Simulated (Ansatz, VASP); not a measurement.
## InSb3 in VASP and in Ansatz

```
CELL_PARAMETERS angstrom
4.81386 0.11240 0.11240
0.11240 4.81386 0.11240
0.11240 0.11240 4.81386
ATOMIC_POSITIONS crystal
In 0.00000 0.00000 0.00000
Sb 0.50000 0.00000 0.50000
Sb 0.00000 0.50000 0.50000
Sb 0.50000 0.50000 0.00000
```

Change from the starting cell: equal engineering shear yz, xz and xy +0.0467, equal normal strain along x, y and z +0.0000.

Alike in both runs: task single point; functional PBE; k mesh 8 × 8 × 8; occupations gaussian, width 0.15 eV; no spin polarisation.

|  | VASP | Ansatz |
| --- | --- | --- |
| version | VASP 6.6.1 | Ansatz 0.2.0 |
| potentials or method | VASP PAW PBE potentials, release 64 (In_d, Sb), cutoff 520 eV | scalar-relativistic, plane waves, PAW |
| valence electrons in the cell | 28 | 58 |

Ansatz gave:

* gap on the k mesh at the Fermi level (eV): none
* pressure (GPa): 0.3
* traceless stress, the component that is largest in VASP (GPa): -0.84

**Question.** What did VASP give for the same quantities?

**Answer.** gap on the k mesh at the Fermi level (eV): none; pressure (GPa): 0.2; traceless stress, the component that is largest in VASP (GPa): -0.84.

A gap of «none» marks a metal or a gap that the smearing closes. VASP's potentials hold 28 valence electrons a cell and Ansatz's 58, so a difference there can come from the potentials and not from the codes.

Spin-orbit coupling is off throughout.
